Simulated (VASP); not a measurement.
# Ag (P6/mmm) in VASP: a series of runs

Ag is run at these levels: PBE; tasks: relaxation of cell and atoms.

Program: VASP 6.6.1. These are calculated values, not measurements. Logs are shortened: lines on timing, memory, paths and dates and some standing lists are left out, and cuts for length are marked.

### 1 The cell of the first run

The structure is hexagonal, space group P6/mmm (No. 191). Conventional cell: a = 4.344 Å, b = 4.344 Å, c = 2.693 Å, α = 90.00°, β = 90.00°, γ = 120.00°. Within 3.6 Å of Ag (site symmetry 6/mmm) lie 14 Ag at 2.69 to 2.85 Å. Ag (site symmetry -6m2) has 11 Ag at 2.51 to 2.85 Å within 3.3 Å.

### 2 Relaxation of cell and atoms, PBE, target pressure 31 GPa, at which the enthalpy is minimised

INCAR

```
PREC     = Accurate       # precision mode
ENCUT    = 600            # plane-wave cutoff, eV
EDIFF    = 1E-6           # SCF threshold, eV
ISMEAR   = -1             # smearing method
SIGMA    = 0.08           # smearing width, eV
LREAL    = F              # projectors in reciprocal space
LASPH    = T              # aspherical terms in the spheres
NELM     = 100            # most SCF steps
ALGO     = Normal         # electronic algorithm
ISIF     = 3              # what is computed and relaxed
LWAVE    = F              # write WAVECAR
LCHARG   = F              # write CHGCAR
GGA      = PE             # functional
IBRION   = 2              # ionic algorithm
NSW      = 60             # ionic steps
EDIFFG   = -0.005         # ionic threshold
PSTRESS  = 310.0
```

KPOINTS

```
Automatic mesh
0
Gamma
  8 8 12
```

POSCAR

```
Ag
1.0
    4.3436524739      0.0000000000      0.0000000000
   -2.1718262370      3.7617133876      0.0000000000
    0.0000000000      0.0000000000      2.6930645338
Ag
3
Direct
    0.0000000000      0.0000000000      0.0000000000
    0.3333333333      0.6666666667      0.5000000000
    0.6666666667      0.3333333333      0.5000000000
```

Potentials or basis: VASP PAW PBE potentials, release 64 (Ag).

The run is started by

```console
cat potpaw_PBE.64/Ag/POTCAR > POTCAR
mpirun -np 1 vasp_std > vasp.out
```

OUTCAR:

```text
PREC = Accurate
   ENCUT = 600
   EDIFF = 1E-6
   ISMEAR = -1
   LREAL = F
   LASPH = T
   NELM = 100
   ISIF = 3
   GGA = PE
   IBRION = 2
   NSW = 60
   EDIFFG = -0.005
   PSTRESS = 310.0

 ion  position               nearest neighbor table
   1  0.000  0.000  0.000-   2 2.85   3 2.85   2 2.85   3 2.85   3 2.85   3 2.85   2 2.85   2 2.85
                             3 2.85   3 2.85   2 2.85   2 2.85
   2  0.333  0.667  0.500-   3 2.51   3 2.51   3 2.51   1 2.85   1 2.85   1 2.85   1 2.85   1 2.85
                             1 2.85
   3  0.667  0.333  0.500-   2 2.51   2 2.51   2 2.51   1 2.85   1 2.85   1 2.85   1 2.85   1 2.85
                             1 2.85

  LATTYP: Found a hexagonal cell.
 ALAT       =     4.3436524739
 C/A-ratio  =     0.6200000000

  Lattice vectors:

 A1 = (   4.3436524739,   0.0000000000,   0.0000000000)
 A2 = (  -2.1718262370,   3.7617133876,   0.0000000000)
 A3 = (   0.0000000000,   0.0000000000,   2.6930645338)

Analysis of symmetry for initial positions (statically):
=====================================================================
 Subroutine PRICEL returns:
 Original cell was already a primitive cell.

 Routine SETGRP: Setting up the symmetry group for a
 hexagonal supercell.

 Subroutine GETGRP returns: Found 24 space group operations
 (whereof 24 operations were pure point group operations)
 out of a pool of 24 trial point group operations.

The static configuration has the point symmetry D_6h.

Analysis of symmetry for dynamics (positions and initial velocities):
=====================================================================
 Subroutine PRICEL returns:
 Original cell was already a primitive cell.

 Routine SETGRP: Setting up the symmetry group for a
 hexagonal supercell.

 Subroutine GETGRP returns: Found 24 space group operations
 (whereof 24 operations were pure point group operations)
 out of a pool of 24 trial point group operations.

The dynamic configuration has the point symmetry D_6h.

 Subroutine INISYM returns: Found 24 space group operations
 (whereof 24 operations are pure point group operations),
 and found     1 'primitive' translations

----------------------------------------------------------------------------------------

                                     Primitive cell

  volume of cell :      44.0035

  direct lattice vectors                    reciprocal lattice vectors
     4.343652474  0.000000000  0.000000000     0.230220996  0.132918154  0.000000000
    -2.171826237  3.761713388  0.000000000     0.000000000  0.265836308  0.000000000
     0.000000000  0.000000000  2.693064534     0.000000000  0.000000000  0.371324188

  length of vectors
     4.343652474  4.343652474  2.693064534     0.265836308  0.265836308  0.371324188

  position of ions in fractional coordinates (direct lattice)
     0.000000000  0.000000000  0.000000000
     0.333333333  0.666666667  0.500000000
     0.666666667  0.333333333  0.500000000

  ion indices of the primitive-cell ions
   primitive index   ion index
                 1           1
                 2           2
                 3           3

----------------------------------------------------------------------------------------

 KPOINTS: Automatic mesh

Automatic generation of k-mesh.
 Grid dimensions read from file:
 generate k-points for:    8    8   12

 Generating k-lattice:

  Cartesian coordinates                     Fractional coordinates (reciprocal lattice)
     0.028777625  0.016614769  0.000000000     0.125000000  0.000000000  0.000000000
     0.000000000  0.033229539  0.000000000     0.000000000  0.125000000  0.000000000
     0.000000000  0.000000000  0.030943682     0.000000000  0.000000000  0.083333333

  Length of vectors
     0.033229539  0.033229539  0.030943682

  Shift w.r.t. Gamma in fractional coordinates (k-lattice)
     0.000000000  0.000000000  0.000000000

 Subroutine IBZKPT returns following result:
 ===========================================

 Found     70 irreducible k-points:

 Following reciprocal coordinates:
            Coordinates               Weight
  0.000000  0.000000  0.000000      1.000000
  0.125000  0.000000  0.000000      6.000000
  0.250000  0.000000  0.000000      6.000000
  0.375000  0.000000  0.000000      6.000000
  0.500000  0.000000  0.000000      3.000000
  0.125000  0.125000  0.000000      6.000000
[... 16 lines left out ...]
  0.250000  0.000000  0.166667     12.000000
  0.375000  0.000000  0.166667     12.000000
 [... further k-points ...]
   k-points           NKPTS =     70   k-points in BZ     NKDIM =     70   number of bands    NBANDS=     20
   number of dos      NEDOS =    301   number of ions     NIONS =      3
   total plane-waves  NPLWV =  31104
   dimension x,y,z NGX =    36 NGY =   36 NGZ =   24
   dimension x,y,z NGXF=    72 NGYF=   72 NGZF=   48
   ions per type =               3
   NGX,Y,Z   is equivalent  to a cutoff of  13.78, 13.78, 14.82 a.u.
   NGXF,Y,Z  is equivalent  to a cutoff of  27.56, 27.56, 29.63 a.u.
 SYSTEM =  unknown system
   PREC   = accura    normal or accurate (medium, high low for compatibility)
   ISTART =      0    job   : 0-new  1-cont  2-samecut
   ICHARG =      2    charge: 1-file 2-atom 10-const
   ISPIN  =      1    spin polarized calculation?
   LNONCOLLINEAR =      F non collinear calculations
   LSORBIT =      F    spin-orbit coupling
   LASPH  =      T    aspherical Exc in radial PAW
   ENCUT  =  600.0 eV  44.10 Ry    6.64 a.u.   8.68  8.68  5.38*2*pi/ulx,y,z
   NELM   =    100;   NELMIN=  2; NELMDL= -5     # of ELM steps
   EDIFF  = 0.1E-05   stopping-criterion for ELM
   LREAL  =      F    real-space projection
   EDIFFG = -.5E-02   stopping-criterion for IOM
   NSW    =     60    number of steps for IOM
   IBRION =      2    ionic relax: 0-MD 1-quasi-New 2-CG
   NFREE  =      1    steps in history (QN), initial steepest desc. (CG)
   ISIF   =      3    stress and relaxation
   ISYM   =      2    0-nonsym 1-usesym 2-fastsym
   POTIM  = 0.5000    time-step for ionic-motion
   TEBEG  =    0.0;   TEEND  =   0.0 temperature during run
   PSTRESS=  310.0 pullay stress
   NELECT =      33.0000    total number of electrons
   NUPDOWN=      -1.0000    fix difference up-down
   EMIN   =  10.00;   EMAX   =-10.00  energy-range for DOS
   EFERMI =   0.00;   METHOD = LEGACY
   ISMEAR =    -1;   SIGMA  =   0.08  broadening in eV -4-tet -1-fermi 0-gaus
   EFERMI_NEDOS =   21; number of points for ismear=-14 and -15
   IALGO  =     38    algorithm
   IMIX   =      4    mixing-type and parameters
     AMIX     =   0.40;   BMIX     =  1.00
     AMIX_MAG =   1.60;   BMIX_MAG =  1.00
  volume/ion in A,a.u.               =      14.67        98.98
  Fermi-wavevector in a.u.,A,eV,Ry     =   1.487363  2.810708 30.099470  2.212249
  Thomas-Fermi vector in A             =   2.600533
   LORBIT       =      0    0 simple, 1 ext, 2 COOP (PROOUT), +10 PAW based schemes
   GGA     = PE    functional components
   LHFCALC =     F    Hartree Fock is set to
   AEXX    =    0.0000 exact exchange contribution
   IVDW    =     0    specifies the selected vdW correction
   LEPSILON=     F    determine dielectric tensor
   LRPA    =     F    only Hartree local field effects (RPA)
 conjugate gradient relaxation of ions
 non-spin polarized calculation
  energy-cutoff  :      600.00
  volume of cell :       44.00
 maximum number of plane-waves:      1493
 NGX is ok and might be reduce to    36
   NGX = 17   NGY = 17   NGZ = 11

--------------------------------------- Ionic step        1  -------------------------------------------

 number of electron      33.0000003 magnetization

 Free energy of the ion-electron system (eV)
  ---------------------------------------------------
  ext. energy  EPLUGINS =         0.00000000
  ---------------------------------------------------
  free energy    TOTEN  =        -7.01337906 eV

  energy without entropy =       -6.99725521  energy(sigma->0) =       -7.00531714

------------------------ aborting loop because EDIFF is reached ----------------------------------------

  FORCE on cell =-STRESS in cart. coord.  units (eV):
  Direction    XX          YY          ZZ          XY          YZ          ZX
  --------------------------------------------------------------------------------------
  -------------------------------------------------------------------------------------
  Total       10.7358607     10.7358607      7.4657519     -0.0000000      0.0000000      0.0000000
  in kB      390.8948222    390.8948222    271.8295086     -0.0000000      0.0000000      0.0000000
  external PRESSURE =      41.2063843 kB  Pullay stress =     310.0000000 kB
[... 24 lines left out ...]
  enthalpy is  TOTEN    =         1.5007189576 eV   P V=        8.5140980188

--------------------------------------- Ionic step        2  -------------------------------------------

 number of electron      32.9999996 magnetization

 E-fermi :   9.9241     XC(G=0): -12.7913

 val. band max:        9.8860133012   @ k =   0.5000   0.0000   0.4167
 cond. band min:       9.9345216441   @ k =   0.5000   0.0000   0.0833
 fundamental gap:      0.0485083429
 Fermi energy:         9.9240894290

 k-point     1 :       0.0000    0.0000    0.0000
  band No.  band energies     occupation
      1       1.3553      2.00000
      2       2.7703      2.00000
      3       3.9991      2.00000
      4       4.2193      2.00000
      5       4.3996      2.00000
      6       4.3996      2.00000
[... 12 lines left out ...]
     19      14.7247      0.00000
[... 513 lines left out ...]
      4       3.8149      2.00000
      5       4.1215      2.00000
      6       4.3484      2.00000
[... 12 lines left out ...]
     19      14.5266      0.00000
     20      20.6456      0.00000

 [... further k-points ...]

------------------------ aborting loop because EDIFF is reached ----------------------------------------

  FORCE on cell =-STRESS in cart. coord.  units (eV):
  Direction    XX          YY          ZZ          XY          YZ          ZX
  --------------------------------------------------------------------------------------
  -------------------------------------------------------------------------------------
  Total        6.1493290      6.1493290      7.3163266     -0.0000000     -0.0000000     -0.0000000
  in kB      212.2967358    212.2967358    252.5856468     -0.0000000     -0.0000000     -0.0000000
  external PRESSURE =     -84.2736272 kB  Pullay stress =     310.0000000 kB
[... 180 lines left out ...]
  enthalpy is  TOTEN    =         1.4513172434 eV   P V=        8.6354677887

--------------------------------------- Ionic step        7  -------------------------------------------

 number of electron      33.0000010 magnetization

 Free energy of the ion-electron system (eV)
  ---------------------------------------------------
  ext. energy  EPLUGINS =         0.00000000
  ---------------------------------------------------
  free energy    TOTEN  =        -7.19001303 eV

  energy without entropy =       -7.17270766  energy(sigma->0) =       -7.18136034

 E-fermi :  10.5503     XC(G=0): -13.0303

 val. band max:       10.5300288294   @ k =   0.5000   0.0000   0.0833
 cond. band min:      10.5950666772   @ k =   0.5000   0.0000   0.4167
 fundamental gap:      0.0650378479
 Fermi energy:        10.5502756368

 k-point     1 :       0.0000    0.0000    0.0000
  band No.  band energies     occupation
      1       1.6525      2.00000
      2       3.1271      2.00000
      3       4.5100      2.00000
      4       4.7400      2.00000
      5       4.8117      2.00000
      6       4.8117      2.00000
[... 12 lines left out ...]
     19      15.5859      0.00000
[... 513 lines left out ...]
      4       4.1684      2.00000
      5       4.5327      2.00000
      6       4.8114      2.00000
[... 12 lines left out ...]
     19      15.4847      0.00000
     20      21.6820      0.00000

 [... further k-points ...]

------------------------ aborting loop because EDIFF is reached ----------------------------------------

  FORCE on cell =-STRESS in cart. coord.  units (eV):
  Direction    XX          YY          ZZ          XY          YZ          ZX
  --------------------------------------------------------------------------------------
  -------------------------------------------------------------------------------------
  Total        8.6446836      8.6446836      8.6347925     -0.0000000     -0.0000000     -0.0000000
  in kB      310.1213023    310.1213022    309.7664680     -0.0000000     -0.0000000     -0.0000000
  external PRESSURE =       0.0030242 kB  Pullay stress =     310.0000000 kB
[... 18 lines left out ...]
  FREE ENERGIE OF THE ION-ELECTRON SYSTEM (eV)
  ---------------------------------------------------
  free  energy   TOTEN  =        -7.1900130277 eV

  energy  without entropy=       -7.1727076607  energy(sigma->0) =       -7.18136034

  enthalpy is  TOTEN    =         1.4512892364 eV   P V=        8.6413022641

 reached required accuracy - stopping structural energy minimisation
```

It took 93 s on 1 thread of Intel Xeon 6975P-C (Granite Rapids), shared host; peak memory 0.22 GiB.

What came out:

```yaml
Free_energy: -7.1900 eV
Relaxed_volume: 14.89 Å³/atom
Relaxed_cell: a = 4.420 Å, b = 4.420 Å, c = 2.640 Å, α = 90.00°, β = 90.00°, γ = 120.00°
Space_group_after_relaxing_to_0.05_Å: P6/mmm (No. 191)
Energy_change_on_relaxing_the_enthalpy_is_what_falls: -58.9 meV/atom
Ionic_steps: 7
Pressure_after_relaxing: 31.0 GPa
```

The path:
```tsv
step	energy change (eV)	largest force (eV/Å)	pressure (GPa)	volume (Å³)
1	0.0000	0.0000	35.12	44.00
2	-0.4610	0.0000	22.57	46.41
3	-0.2641	0.0000	28.43	45.16
4	-0.0858	0.0000	33.38	44.24
5	-0.1837	0.0000	30.82	44.70
6	-0.1708	0.0000	31.15	44.63
7	-0.1766	0.0000	31.00	44.66
```

Final structure:
```
CELL_PARAMETERS angstrom
4.41994 0.00000 0.00000
-2.20997 3.82778 0.00000
0.00000 0.00000 2.63976
ATOMIC_POSITIONS crystal
Ag 0.00000 0.00000 0.00000
Ag 0.33333 0.66667 0.50000
Ag 0.66667 0.33333 0.50000
```

Caveat: the cell is relaxed towards a set pressure, so the enthalpy falls and the energy may rise.

### 3 Relaxation of cell and atoms, PBE, target pressure 31 GPa, at which the enthalpy is minimised

This run uses another cell than the first one, of 14.92 Å³/atom, 1.017 times its volume.

INCAR

```
ALGO = Normal ; EDIFF = 1E-6
EDIFFG = -0.005 ; ENCUT = 600
GGA = PE ; IBRION = 2
ISIF = 3 ; ISMEAR = -1
LASPH = True ; LCHARG = False
LREAL = False ; LWAVE = False
NELM = 60 ; NSW = 32
PREC = Accurate ; PSTRESS = 310.0
SIGMA = 0.08
```

KPOINTS

```
k-points
0
Gamma
  8 8 12
```

POSCAR

```
Ag
1.0
    4.4232834809      0.0000000000      0.0000000000
   -2.2116417405      3.8306758626      0.0000000000
    0.0000000000      0.0000000000      2.6410479005
Ag
3
Direct
    0.0000000000      0.0000000000      0.0000000000
    0.3333333333      0.6666666667      0.5000000000
    0.6666666667      0.3333333333      0.5000000000
```

Potentials or basis: VASP PAW PBE potentials, release 64 (Ag).

The run is started by

```console
cat potpaw_PBE.64/Ag/POTCAR > POTCAR
mpirun -np 1 vasp_std > vasp.out
```

Wall time 51 s (1 thread of Intel Xeon 6975P-C (Granite Rapids), shared host); peak memory 0.22 GiB.

It converged, with:

- Free energy: -7.1924 eV
- Relaxed volume: 14.89 Å³/atom
- Relaxed cell: a = 4.421 Å, b = 4.421 Å, c = 2.640 Å, α = 90.00°, β = 90.00°, γ = 120.00°
- Space group after relaxing (to 0.05 Å): P6/mmm (No. 191)
- Energy change on relaxing (the enthalpy is what falls): +5.1 meV/atom
- Ionic steps: 4
- Pressure after relaxing: 31.0 GPa

The path:
| step | energy change (eV) | largest force (eV/Å) | pressure (GPa) | volume (Å³) |
| --- | --- | --- | --- | --- |
| 1 | 0.0000 | 0.0000 | 30.52 | 44.75 |
| 2 | 0.0560 | 0.0000 | 32.12 | 44.46 |
| 3 | 0.0179 | 0.0000 | 31.08 | 44.66 |
| 4 | 0.0154 | 0.0000 | 30.96 | 44.67 |

Final structure:
```
Ag
1.0
     4.42061    0.00000    0.00000
    -2.21030    3.82836    0.00000
     0.00000    0.00000    2.63951
Ag
3
Direct
  0.00000 0.00000 0.00000
  0.33333 0.66667 0.50000
  0.66667 0.33333 0.50000
```

Levels at points of the mesh, in eV from the Fermi level:
```tsv
k point	band 12	band 13	band 14	band 15	band 16	band 17	band 18	band 19	band 20
(0.00, 0.00, 0.00)	-4.41	-4.34	-4.34	-2.99	-2.99	5.03	5.03	5.03	5.03
(0.50, 0.00, 0.00)	-3.40	-3.40	-3.37	-3.36	-2.93	-2.90	-0.60	4.79	12.95
(0.00, 0.00, 0.50)	-3.56	-3.25	-3.25	-2.42	-0.37	0.49	7.50	8.10	8.10
(0.50, 0.00, 0.50)	-3.52	-3.48	-3.01	-2.68	0.79	0.81	3.99	4.34	7.17
```

Caveat: the cell is relaxed towards a set pressure, so the enthalpy falls and the energy may rise.
